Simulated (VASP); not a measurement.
Set up this calculation in VASP 6.6.1, as the native input.

- Task: single point
- Functional: PBE
- Potentials or basis: VASP PAW PBE potentials, release 64 (Gd)
- Cutoff: 520 eV
- k mesh: 15 × 15 × 15
- Occupations: fermi-dirac, width 0.05 eV
- Spin: collinear spin, ferromagnetic start
- Starting moments: [7.0] μB
- Dipole correction: no
- Further INCAR settings: ALGO = Normal; EDIFF = 1e-06; NBANDS = 19

The structure of Gd lies in POSCAR:

```
Gd
1.0
    0.0000000000      2.1482847736      2.1482847736
    2.1482847736      0.0000000000      2.1482847736
    2.1482847736      2.1482847736      0.0000000000
Gd
1
Direct
    0.0000000000      0.0000000000      0.0000000000
```

This isn't the form of Gd at room conditions, which is hcp.

One way to write it, as run:

INCAR

```
  PREC = Accurate
  ENCUT = 520
  EDIFF = 1E-6
  ISMEAR = -1
  SIGMA = 0.05
  LREAL = False
  LASPH = True
  NELM = 150
  ALGO = Normal
  ISIF = 2
  LWAVE = False
  LCHARG = True
  ISPIN = 2
  MAGMOM = 7
  LORBIT = 11
  LMAXMIX = 6
  GGA = PE
  LELF = True
  LVHAR = True
  NBANDS = 19
```

KPOINTS

```
regular mesh
0
Gamma
  15 15 15
```

Potentials or basis: VASP PAW PBE potentials, release 64 (Gd).

The run is started by

```sh
$ cat potpaw_PBE.64/Gd/POTCAR > POTCAR
$ mpirun -np 1 vasp_std > vasp.out
```

Results of the run:

```
Pressure                                              : 36.4 GPa
Net moment                                            : 7.10 μB per cell
Site moments                                          : Gd +6.78 μB
Valence electrons inside the program's atomic spheres : Gd 15.61
```

Caveat: the cell stands under pressure.

It took 5.7 min on 1 thread of Intel Xeon 8259CL (shared host), peak memory 0.22 GiB.
